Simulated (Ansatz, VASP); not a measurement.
**One calculation of GaSb2, two programs**

```xyz
3
Lattice="3.1673 0.0000 0.0000 0.0000 3.1673 0.0000 0.0000 0.0000 7.9915" Properties=species:S:1:pos:R:3 pbc="T T T"
Ga    0.0000    0.0000    0.0000
Sb    1.5837    1.5837    2.4645
Sb    1.5837    1.5837    5.5270
```

Change from the starting cell: species swapped into the FeSi2 type (P4/mmm, No. 123).

Alike in both runs: functional PBE; k mesh 14 × 14 × 8; occupations gaussian, width 0.1 eV; no spin polarisation.

Ansatz relaxed the structure, and its values are those at the end. VASP's run is a single point on that final structure, the one shown.

|  | VASP | Ansatz |
| --- | --- | --- |
| version | VASP 6.6.1 | Ansatz 0.2.0 |
| potentials or method | VASP PAW PBE potentials, release 64 (Ga_d, Sb), cutoff 520 eV | scalar-relativistic, plane waves, PAW |
| valence electrons in the cell | 23 | 43 |

|  | VASP | Ansatz | Ansatz less VASP |
| --- | --- | --- | --- |
| gap on the k mesh at the Fermi level (eV) | none | none | - |
| pressure (GPa) | 0.0 | 0.0 | +0.02 |

A gap of «none» marks a metal or a gap that the smearing closes. VASP's potentials hold 23 valence electrons a cell and Ansatz's 43, so a difference there can come from the potentials and not from the codes.

Spin-orbit coupling is off throughout.
